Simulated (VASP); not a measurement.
Set up this calculation in VASP 6.6.1, as the native input.

```
Task                   : single point
Functional             : LDA
Potentials or basis    : VASP PAW LDA potentials, release 64 (Pd)
Cutoff                 : 520 eV
k mesh                 : 14 × 14 × 14
Occupations            : methfessel-paxton, width 0.1 eV
Spin                   : no spin polarisation
Dipole correction      : no
Further INCAR settings : ALGO = Normal; EDIFF = 1e-06; NBANDS = 11
```

The structure of Pd lies in POSCAR:

```
Pd
1.0
    0.0000000000      1.9211411165      1.9211411165
    1.9211411165      0.0000000000      1.9211411165
    1.9211411165      1.9211411165      0.0000000000
Pd
1
Direct
    0.0000000000      0.0000000000      0.0000000000
```

These files were run (other wordings do the same):

INCAR

```
SYSTEM = Pd
PREC     = Accurate       ! precision mode
ENCUT    = 520            ! plane-wave cutoff, eV
EDIFF    = 1E-6           ! SCF threshold, eV
ISMEAR   = 1              ! smearing method
SIGMA    = 0.1            ! smearing width, eV
LREAL    = .FALSE.        ! projectors in reciprocal space
LASPH    = .TRUE.         ! aspherical terms in the spheres
NELM     = 80             ! most SCF steps
ALGO     = Normal         ! electronic algorithm
ISIF     = 2              ! what is computed and relaxed
LWAVE    = .FALSE.        ! write WAVECAR
LCHARG   = .FALSE.        ! write CHGCAR
NBANDS   = 11             ! bands
```

KPOINTS

```
regular mesh
0
G
  14 14 14
  0 0 0
```

Potentials or basis: VASP PAW LDA potentials, release 64 (Pd).

Run with:

```sh
$ cat potpaw_LDA.64/Pd/POTCAR > POTCAR
$ mpirun -np 1 vasp_std > vasp.out
```

Results of the run:

* Pressure: -0.2 GPa
* Band gap on the k mesh: zero (band 5 reaches 10.60 eV, above the bottom of band 6 at 8.90 eV)

It took 11 s on 1 thread of Intel(R) Xeon(R) Platinum 8259CL CPU @ 2.50GHz (Skylake/Cascade Lake), with other jobs on the host, peak memory 0.12 GiB.
